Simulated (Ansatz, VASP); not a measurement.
This is a calculation of Zr3Mn for Ansatz 0.2.0.

Contents of input.yaml:

```yaml
crystal:
  lattice:
    - [4.3438686458, 0.0, 0.0]
    - [0.0, 4.3438686458, 0.0]
    - [0.0, 0.0, 4.3438686458]
  atoms:
    - { symbol: Zr, position: [0.5, 0.5, 0.0] }
    - { symbol: Zr, position: [0.5, 0.0, 0.5] }
    - { symbol: Zr, position: [0.0, 0.5, 0.5] }
    - { symbol: Mn, position: [0.0, 0.0, 0.0], spin: 4.0 }
hamiltonian:
  xc: pbe
  pseudopotentials: { kind: paw }
magnetization:
  spin_polarized: true
kpoints:
  mp_grid: { grid: [6, 6, 6] }
scf:
  occupations: { method: fermi_dirac, width: 0.05 }
output:
  forces: true
  stress: true
  eigenvalues: true
```

Potentials or basis: Ansatz PAW.

Launch:

```console
$ ansatz run input.yaml --threads 2 --pin off --max-ram 5120MiB --backend cpu --events-out ev --progress --plain --runs-dir out
```

Translate it to VASP 6.6.1. Potentials there: VASP PAW PBE potentials, release 64 (Zr_sv, Mn_pv).

As run (the cutoff follows the program's own potentials):

INCAR

```
SYSTEM = Zr3Mn
PREC = Accurate
ENCUT = 520
EDIFF = 1E-6
ISMEAR = -1
SIGMA = 0.05
LREAL = .FALSE.
LASPH = .TRUE.
NELM = 150
ALGO = Fast
ISIF = 2
LWAVE = .FALSE.
LCHARG = .TRUE.
ISPIN = 2
MAGMOM = 0 0 0 4
LORBIT = 11
LMAXMIX = 4
GGA = PE
LELF = .TRUE.
LVHAR = .TRUE.
NBANDS = 36
```

The input KPOINTS:

```
regular mesh
0
G
  6 6 6
  0 0 0
```

File POSCAR:

```
Zr3Mn
1.0
    4.3438686458      0.0000000000      0.0000000000
    0.0000000000      4.3438686458      0.0000000000
    0.0000000000      0.0000000000      4.3438686458
Zr Mn
3 1
Direct
    0.5000000000      0.5000000000      0.0000000000
    0.5000000000      0.0000000000      0.5000000000
    0.0000000000      0.5000000000      0.5000000000
    0.0000000000      0.0000000000      0.0000000000
```

Potentials or basis: VASP PAW PBE potentials, release 64 (Zr_sv, Mn_pv).

The run is started by

```sh
$ cat potpaw_PBE.64/Zr_sv/POTCAR potpaw_PBE.64/Mn_pv/POTCAR > POTCAR
$ mpirun -np 1 vasp_std > vasp.out
```

Both were run:

|  | VASP | Ansatz | Ansatz less VASP |
| --- | --- | --- | --- |
| gap on the k mesh at the Fermi level (eV) | none | none | - |
| pressure (GPa) | 1.6 | 1.6 | -0.01 |
| net moment per atom (μB) | 0.80 | 0.80 | -0.003 |
| size of the moment on the site where the two differ most (μB) | 3.38 | 3.51 | +0.129 |

Site moments also hang on the region over which each program counts them. A gap of «none» marks a metal or a gap that the smearing closes. VASP's potentials hold 49 valence electrons a cell and Ansatz's 51, so a difference there can come from the potentials and not from the codes.
